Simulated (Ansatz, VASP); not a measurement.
# Two plane-wave programs on Ge

```xyz
2
Lattice="0.0000 2.8661 2.8661 2.8661 0.0000 2.8661 2.8661 2.8661 0.0000" Properties=species:S:1:pos:R:3 pbc="T T T"
Ge    4.2992    4.2992    4.2992
Ge    2.8661    2.8661    2.8661
```

Alike in both runs: task single point; functional PBE0; k mesh 4 × 4 × 4; occupations fermi-dirac, width 0.05 eV; no spin polarisation.

|  | VASP | Ansatz |
| --- | --- | --- |
| version | VASP 6.6.1 | Ansatz 0.2.0 |
| potentials or method | VASP PAW PBE potentials, release 64 (Ge_d) | Ansatz PAW |
| plane-wave cutoff (eV) | 520 | 420 |
| valence electrons in the cell | 28 | 28 |

VASP gave:

```
gap on the k mesh at the Fermi level (eV) : 1.26
least direct gap on the mesh (eV)         : 1.26
pressure (GPa)                            : -2.0
```

Problem. Which values does Ansatz return?

Solution. gap on the k mesh at the Fermi level (eV): 1.19; least direct gap on the mesh (eV): 1.19; pressure (GPa): -1.9.

The k mesh is coarse, so the values compare programs but aren't converged.
